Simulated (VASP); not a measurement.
# ScCuC4N4 (P-43m) in VASP: further runs

The runs below take ScCuC4N4 through single point, relaxation of cell and atoms, with PBE.

All numbers are computed with VASP 6.6.1; they aren't measurements. Logs are shortened: lines on timing, memory, paths and dates and some standing lists are left out, and cuts for length are marked.

### 1 The cell of the first run

Symmetry: P-43m, No. 215, cubic system. Conventional cell: a = 5.978 Å, b = 5.978 Å, c = 5.978 Å, α = 90.00°, β = 90.00°, γ = 90.00°. Sc (site symmetry -43m) has 4 N at 2.08 Å within 2.8 Å. Within 2.5 Å of Cu (site symmetry -43m) lie 4 C at 1.92 Å. Within 1.6 Å of C (site symmetry 3m) lie 1 N at 1.18 Å. Within 1.6 Å of N (site symmetry 3m) lie 1 C at 1.18 Å.

### 2 Single point, PBE

The input, INCAR:

```
ALGO = Normal
EDIFF = 1E-7
ENCUT = 520
GGA = PE
ISIF = 2
ISMEAR = 0
LASPH = True
LCHARG = False
LREAL = False
LWAVE = False
NBANDS = 40
NELM = 100
PREC = Accurate
SIGMA = 0.02
```

The input, KPOINTS:

```
k-points
0
Gamma
  4 4 4
```

The input, POSCAR:

```
ScCuC4N4
1.0
    5.9775425147      0.0000000000      0.0000000000
    0.0000000000      5.9775425147      0.0000000000
    0.0000000000      0.0000000000      5.9775425147
Sc Cu C N
1 1 4 4
Direct
    0.5000000000      0.5000000000      0.5000000000
    0.0000000000      0.0000000000      0.0000000000
    0.1853936450      0.1853936450      0.1853936450
    0.1853936450      0.8146063550      0.8146063550
    0.8146063550      0.1853936450      0.8146063550
    0.8146063550      0.8146063550      0.1853936450
    0.2992948486      0.2992948486      0.2992948486
    0.2992948486      0.7007051514      0.7007051514
    0.7007051514      0.2992948486      0.7007051514
    0.7007051514      0.7007051514      0.2992948486
```

Potentials or basis: VASP PAW PBE potentials, release 64 (Sc_sv, Cu, C, N).

Command:

```bash
cat potpaw_PBE.64/Sc_sv/POTCAR potpaw_PBE.64/Cu/POTCAR potpaw_PBE.64/C/POTCAR potpaw_PBE.64/N/POTCAR > POTCAR
mpirun -np 1 vasp_std > vasp.out
```

OUTCAR:

```text
EDIFF = 1E-7
   ENCUT = 520
   GGA = PE
   ISIF = 2
   ISMEAR = 0
   LASPH = True
   LREAL = False
   NELM = 100
   PREC = Accurate

 ion  position               nearest neighbor table
   1  0.500  0.500  0.500-   7 2.08   8 2.08   9 2.08  10 2.08
   2  0.000  0.000  0.000-   3 1.92   4 1.92   5 1.92   6 1.92
   3  0.185  0.185  0.185-   7 1.18   2 1.92
   4  0.185  0.815  0.815-   8 1.18   2 1.92
   5  0.815  0.185  0.815-   9 1.18   2 1.92
   6  0.815  0.815  0.185-  10 1.18   2 1.92
   7  0.299  0.299  0.299-   3 1.18   1 2.08
   8  0.299  0.701  0.701-   4 1.18   1 2.08
   9  0.701  0.299  0.701-   5 1.18   1 2.08
  10  0.701  0.701  0.299-   6 1.18   1 2.08

  LATTYP: Found a simple cubic cell.
 ALAT       =     5.9775425147

  Lattice vectors:

 A1 = (   5.9775425147,   0.0000000000,   0.0000000000)
 A2 = (   0.0000000000,   5.9775425147,   0.0000000000)
 A3 = (   0.0000000000,   0.0000000000,   5.9775425147)

Analysis of symmetry for initial positions (statically):
=====================================================================
 Subroutine PRICEL returns:
 Original cell was already a primitive cell.

 Routine SETGRP: Setting up the symmetry group for a
 simple cubic supercell.

 Subroutine GETGRP returns: Found 24 space group operations
 (whereof 24 operations were pure point group operations)
 out of a pool of 48 trial point group operations.

The static configuration has the point symmetry T_d .

Analysis of symmetry for dynamics (positions and initial velocities):
=====================================================================
 Subroutine PRICEL returns:
 Original cell was already a primitive cell.

 Routine SETGRP: Setting up the symmetry group for a
 simple cubic supercell.

 Subroutine GETGRP returns: Found 24 space group operations
 (whereof 24 operations were pure point group operations)
 out of a pool of 48 trial point group operations.

The dynamic configuration has the point symmetry T_d .

 Subroutine INISYM returns: Found 24 space group operations
 (whereof 24 operations are pure point group operations),
 and found     1 'primitive' translations

----------------------------------------------------------------------------------------

                                     Primitive cell

  volume of cell :     213.5837

  direct lattice vectors                    reciprocal lattice vectors
     5.977542515  0.000000000  0.000000000     0.167292829  0.000000000  0.000000000
     0.000000000  5.977542515  0.000000000     0.000000000  0.167292829  0.000000000
     0.000000000  0.000000000  5.977542515     0.000000000  0.000000000  0.167292829

  length of vectors
     5.977542515  5.977542515  5.977542515     0.167292829  0.167292829  0.167292829

  position of ions in fractional coordinates (direct lattice)
     0.500000000  0.500000000  0.500000000
     0.000000000  0.000000000  0.000000000
     0.185393645  0.185393645  0.185393645
     0.185393645  0.814606355  0.814606355
     0.814606355  0.185393645  0.814606355
     0.814606355  0.814606355  0.185393645
     0.299294849  0.299294849  0.299294849
     0.299294849  0.700705151  0.700705151
     0.700705151  0.299294849  0.700705151
     0.700705151  0.700705151  0.299294849

  ion indices of the primitive-cell ions
   primitive index   ion index
                 1           1
                 2           2
                 3           3
                 4           4
                 5           5
                 6           6
                 7           7
                 8           8
                 9           9
                10          10

----------------------------------------------------------------------------------------

 KPOINTS: k-points

Automatic generation of k-mesh.
 Grid dimensions read from file:
 generate k-points for:    4    4    4

 Generating k-lattice:

  Cartesian coordinates                     Fractional coordinates (reciprocal lattice)
     0.041823207  0.000000000  0.000000000     0.250000000  0.000000000  0.000000000
     0.000000000  0.041823207  0.000000000     0.000000000  0.250000000  0.000000000
     0.000000000  0.000000000  0.041823207     0.000000000  0.000000000  0.250000000

  Length of vectors
     0.041823207  0.041823207  0.041823207

  Shift w.r.t. Gamma in fractional coordinates (k-lattice)
     0.000000000  0.000000000  0.000000000

 Subroutine IBZKPT returns following result:
 ===========================================

 Found     10 irreducible k-points:

 Following reciprocal coordinates:
            Coordinates               Weight
  0.000000  0.000000  0.000000      1.000000
  0.250000  0.000000  0.000000      6.000000
  0.500000  0.000000  0.000000      3.000000
  0.250000  0.250000  0.000000     12.000000
  0.500000  0.250000  0.000000     12.000000
  0.500000  0.500000  0.000000      3.000000
  0.250000  0.250000  0.250000      8.000000
  0.500000  0.250000  0.250000     12.000000
  0.500000  0.500000  0.250000      6.000000
  0.500000  0.500000  0.500000      1.000000
   k-points           NKPTS =     10   k-points in BZ     NKDIM =     10   number of bands    NBANDS=     40
   number of dos      NEDOS =    301   number of ions     NIONS =     10
   total plane-waves  NPLWV = 110592
   dimension x,y,z NGX =    48 NGY =   48 NGZ =   48
   dimension x,y,z NGXF=    96 NGYF=   96 NGZF=   96
   ions per type =               1   1   4   4
   NGX,Y,Z   is equivalent  to a cutoff of  13.35, 13.35, 13.35 a.u.
   NGXF,Y,Z  is equivalent  to a cutoff of  26.70, 26.70, 26.70 a.u.
 SYSTEM =  unknown system
   PREC   = accura    normal or accurate (medium, high low for compatibility)
   ISTART =      0    job   : 0-new  1-cont  2-samecut
   ICHARG =      2    charge: 1-file 2-atom 10-const
   ISPIN  =      1    spin polarized calculation?
   LNONCOLLINEAR =      F non collinear calculations
   LSORBIT =      F    spin-orbit coupling
   LASPH  =      T    aspherical Exc in radial PAW
   ENCUT  =  520.0 eV  38.22 Ry    6.18 a.u.  11.11 11.11 11.11*2*pi/ulx,y,z
   NELM   =    100;   NELMIN=  2; NELMDL= -5     # of ELM steps
   EDIFF  = 0.1E-06   stopping-criterion for ELM
   LREAL  =      F    real-space projection
   EDIFFG = 0.1E-05   stopping-criterion for IOM
   NSW    =      0    number of steps for IOM
   IBRION =     -1    ionic relax: 0-MD 1-quasi-New 2-CG
   NFREE  =      0    steps in history (QN), initial steepest desc. (CG)
   ISIF   =      2    stress and relaxation
   ISYM   =      2    0-nonsym 1-usesym 2-fastsym
   POTIM  = 0.5000    time-step for ionic-motion
   TEBEG  =    0.0;   TEEND  =   0.0 temperature during run
   PSTRESS=    0.0 pullay stress
   NELECT =      58.0000    total number of electrons
   NUPDOWN=      -1.0000    fix difference up-down
   EMIN   =  10.00;   EMAX   =-10.00  energy-range for DOS
   EFERMI =   0.00;   METHOD = LEGACY
   ISMEAR =     0;   SIGMA  =   0.02  broadening in eV -4-tet -1-fermi 0-gaus
   EFERMI_NEDOS =   21; number of points for ismear=-14 and -15
   IALGO  =     38    algorithm
   IMIX   =      4    mixing-type and parameters
     AMIX     =   0.40;   BMIX     =  1.00
     AMIX_MAG =   1.60;   BMIX_MAG =  1.00
  volume/ion in A,a.u.               =      21.36       144.13
  Fermi-wavevector in a.u.,A,eV,Ry     =   1.060136  2.003366 15.291423  1.123888
  Thomas-Fermi vector in A             =   2.195506
   LORBIT       =      0    0 simple, 1 ext, 2 COOP (PROOUT), +10 PAW based schemes
   GGA     = PE    functional components
   LHFCALC =     F    Hartree Fock is set to
   AEXX    =    0.0000 exact exchange contribution
   IVDW    =     0    specifies the selected vdW correction
   LEPSILON=     F    determine dielectric tensor
   LRPA    =     F    only Hartree local field effects (RPA)
 non-spin polarized calculation
 Gauss-broadening in eV      SIGMA  =   0.02
  energy-cutoff  :      520.00
  volume of cell :      213.58
 maximum number of plane-waves:      5832
 NGX is ok and might be reduce to    48
   NGX = 23   NGY = 23   NGZ = 23

 number of electron      58.0000024 magnetization

 Free energy of the ion-electron system (eV)
  ---------------------------------------------------
  ext. energy  EPLUGINS =         0.00000000
  ---------------------------------------------------
  free energy    TOTEN  =       -80.43465542 eV

  energy without entropy =      -80.43465542  energy(sigma->0) =      -80.43465542

 E-fermi :  -1.6954     XC(G=0):  -7.0095

 val. band max:       -1.8000135633   @ k =   0.5000   0.5000   0.0000
 cond. band min:       0.8350168038   @ k =   0.2500   0.0000   0.0000
 fundamental gap:      2.6350303670
 Fermi energy:        -1.6954486057

 k-point     1 :       0.0000    0.0000    0.0000
  band No.  band energies     occupation
      1     -51.0013      2.00000
      2     -29.6483      2.00000
      3     -29.6483      2.00000
      4     -29.6483      2.00000
      5     -18.6320      2.00000
      6     -18.5201      2.00000
[... 32 lines left out ...]
     39       4.3993      0.00000
     40       4.4011      0.00000

 k-point     2 :       0.2500    0.0000    0.0000
  band No.  band energies     occupation
      1     -51.0013      2.00000
      2     -29.6483      2.00000
      3     -29.6483      2.00000
      4     -29.6483      2.00000
      5     -18.6174      2.00000
      6     -18.5344      2.00000
[... 32 lines left out ...]
     39       4.2893      0.00000
     40       4.3348      0.00000

 k-point     3 :       0.5000    0.0000    0.0000
  band No.  band energies     occupation
      1     -51.0013      2.00000
      2     -29.6484      2.00000
      3     -29.6483      2.00000
      4     -29.6483      2.00000
      5     -18.5935      2.00000
      6     -18.5584      2.00000
[... 32 lines left out ...]
     39       4.1602      0.00000
     40       4.6246      0.00000

 k-point     4 :       0.2500    0.2500    0.0000
  band No.  band energies     occupation
      1     -51.0013      2.00000
      2     -29.6483      2.00000
      3     -29.6483      2.00000
      4     -29.6483      2.00000
      5     -18.6055      2.00000
      6     -18.5371      2.00000
[... 32 lines left out ...]
     39       4.1873      0.00000
     40       4.6072      0.00000

 k-point     5 :       0.5000    0.2500    0.0000
  band No.  band energies     occupation
      1     -51.0013      2.00000
      2     -29.6484      2.00000
      3     -29.6483      2.00000
      4     -29.6483      2.00000
      5     -18.5868      2.00000
      6     -18.5530      2.00000
[... 32 lines left out ...]
     39       4.0889      0.00000
     40       4.6399      0.00000

 k-point     6 :       0.5000    0.5000    0.0000
  band No.  band energies     occupation
      1     -51.0013      2.00000
      2     -29.6484      2.00000
      3     -29.6484      2.00000
      4     -29.6483      2.00000
      5     -18.5783      2.00000
      6     -18.5436      2.00000
[... 32 lines left out ...]
     39       4.1379      0.00000
     40       4.6539      0.00000

 k-point     7 :       0.2500    0.2500    0.2500
  band No.  band energies     occupation
      1     -51.0013      2.00000
      2     -29.6483      2.00000
      3     -29.6483      2.00000
      4     -29.6483      2.00000
      5     -18.5968      2.00000
      6     -18.5398      2.00000
[... 32 lines left out ...]
     39       4.2829      0.00000
     40       4.3443      0.00000

 k-point     8 :       0.5000    0.2500    0.2500
  band No.  band energies     occupation
      1     -51.0013      2.00000
      2     -29.6484      2.00000
      3     -29.6483      2.00000
      4     -29.6483      2.00000
      5     -18.5847      2.00000
      6     -18.5479      2.00000
[... 32 lines left out ...]
     39       4.2267      0.00000
     40       4.5690      0.00000

 k-point     9 :       0.5000    0.5000    0.2500
  band No.  band energies     occupation
      1     -51.0013      2.00000
      2     -29.6484      2.00000
      3     -29.6484      2.00000
      4     -29.6483      2.00000
      5     -18.5823      2.00000
      6     -18.5385      2.00000
[... 32 lines left out ...]
     39       4.3234      0.00000
     40       4.5574      0.00000

 k-point    10 :       0.5000    0.5000    0.5000
  band No.  band energies     occupation
      1     -51.0013      2.00000
      2     -29.6484      2.00000
      3     -29.6484      2.00000
      4     -29.6484      2.00000
      5     -18.5857      2.00000
      6     -18.5346      2.00000
[... 32 lines left out ...]
     39       4.2882      0.00000
     40       4.2883      0.00000

------------------------ aborting loop because EDIFF is reached ----------------------------------------

  FORCE on cell =-STRESS in cart. coord.  units (eV):
  Direction    XX          YY          ZZ          XY          YZ          ZX
  --------------------------------------------------------------------------------------
  -------------------------------------------------------------------------------------
  Total        0.6402241      0.6402241      0.6402241     -0.0000000     -0.0000000      0.0000000
  in kB        4.8025797      4.8025797      4.8025797     -0.0000000     -0.0000000      0.0000000
  external PRESSURE =       4.8025797 kB  Pullay stress =       0.0000000 kB

 VOLUME and BASIS-vectors are now :
 -----------------------------------------------------------------------------
  energy-cutoff  :      520.00
  volume of cell :      213.58
      direct lattice vectors                 reciprocal lattice vectors
     5.977542515  0.000000000  0.000000000     0.167292829  0.000000000  0.000000000
     0.000000000  5.977542515  0.000000000     0.000000000  0.167292829  0.000000000
     0.000000000  0.000000000  5.977542515     0.000000000  0.000000000  0.167292829

 POSITION                                       TOTAL-FORCE (eV/Angst)
 -----------------------------------------------------------------------------------
      2.98877      2.98877      2.98877        -0.000000      0.000000     -0.000000
      0.00000      0.00000      0.00000         0.000000      0.000000     -0.000000
      1.10820      1.10820      1.10820        -0.163006     -0.163006     -0.163006
      1.10820      4.86934      4.86934        -0.163006      0.163006      0.163006
      4.86934      1.10820      4.86934         0.163006     -0.163006      0.163006
      4.86934      4.86934      1.10820         0.163006      0.163006     -0.163006
      1.78905      1.78905      1.78905         0.170915      0.170915      0.170915
      1.78905      4.18849      4.18849         0.170915     -0.170915     -0.170915
      4.18849      1.78905      4.18849        -0.170915      0.170915     -0.170915
      4.18849      4.18849      1.78905        -0.170915     -0.170915      0.170915
 -----------------------------------------------------------------------------------
    total drift:                                0.000000      0.000000      0.000000

  FREE ENERGIE OF THE ION-ELECTRON SYSTEM (eV)
  ---------------------------------------------------
  free  energy   TOTEN  =       -80.4346554178 eV

  energy  without entropy=      -80.4346554178  energy(sigma->0) =      -80.43465542
```

It took 5.3 min on 1 thread of Intel Xeon 8259CL, shared host; peak memory 0.38 GiB.

Results:

| Property | Result |
| --- | --- |
| Free energy | -80.4347 eV |
| Pressure | 0.5 GPa |
| Largest force | 0.296 eV/Å |
| Band gap on the k mesh | 2.63 eV (least direct gap 2.67 eV) |

Forces on the atoms (eV/Å):
```
Sc   0.000  0.000  0.000
Cu   0.000  0.000  0.000
C   -0.163 -0.163 -0.163
C   -0.163  0.163  0.163
C    0.163 -0.163  0.163
C    0.163  0.163 -0.163
N    0.171  0.171  0.171
N    0.171 -0.171 -0.171
N   -0.171  0.171 -0.171
N   -0.171 -0.171  0.171
```

Levels at points of the mesh, in eV from the valence-band top:
| k point | band 25 | band 26 | band 27 | band 28 | band 29 | band 30 | band 31 | band 32 | band 33 | band 34 |
| --- | --- | --- | --- | --- | --- | --- | --- | --- | --- | --- |
| (0.00, 0.00, 0.00) | -1.29 | -1.29 | -0.06 | -0.06 | -0.06 | 2.64 | 2.64 | 3.12 | 3.12 | 3.12 |
| (0.50, 0.00, 0.00) | -1.25 | -1.15 | -0.13 | -0.04 | -0.04 | 2.64 | 2.74 | 3.44 | 3.51 | 3.51 |
| (0.50, 0.50, 0.00) | -1.22 | -1.13 | -0.11 | 0.00 | 0.00 | 2.67 | 2.70 | 3.45 | 3.63 | 3.63 |
| (0.50, 0.50, 0.50) | -1.26 | -1.26 | -0.01 | -0.01 | -0.01 | 2.66 | 2.66 | 3.45 | 3.45 | 3.45 |

(Part 1 of 3 ends here.)
